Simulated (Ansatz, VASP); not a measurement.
Two plane-wave programs on Mo

```
CELL_PARAMETERS angstrom
4.77084 0.00000 0.00000
-2.38542 4.13167 0.00000
0.00000 0.00000 2.61558
ATOMIC_POSITIONS crystal
Mo 0.00000 0.00000 0.00000
Mo 0.33333 0.66667 0.50000
Mo 0.66667 0.33333 0.50000
```

Alike in both runs: task single point; functional LDA; k mesh 9 × 9 × 14; occupations fermi-dirac, width 0.1 eV; no spin polarisation.

|  | VASP | Ansatz |
| --- | --- | --- |
| version | VASP 6.6.1 | Ansatz 0.2.0 |
| potentials or method | VASP PAW LDA potentials, release 64 (Mo_sv), cutoff 520 eV | plane waves (420 eV) with PAW, scalar-relativistic |
| valence electrons in the cell | 42 | 42 |

VASP gave:

```
pressure (GPa)                                                : -23.1
traceless stress, the component that is largest in VASP (GPa) : -2.66
```

Q: Estimate Ansatz's values.

A: Pressure (GPa): -23.9; traceless stress, the component that is largest in VASP (GPa): -2.79.

Ansatz warns that its potentials were made for another functional, while VASP's fit it. LDA's correlation is that of Perdew and Zunger in VASP and of Perdew and Wang (1992) in Ansatz.
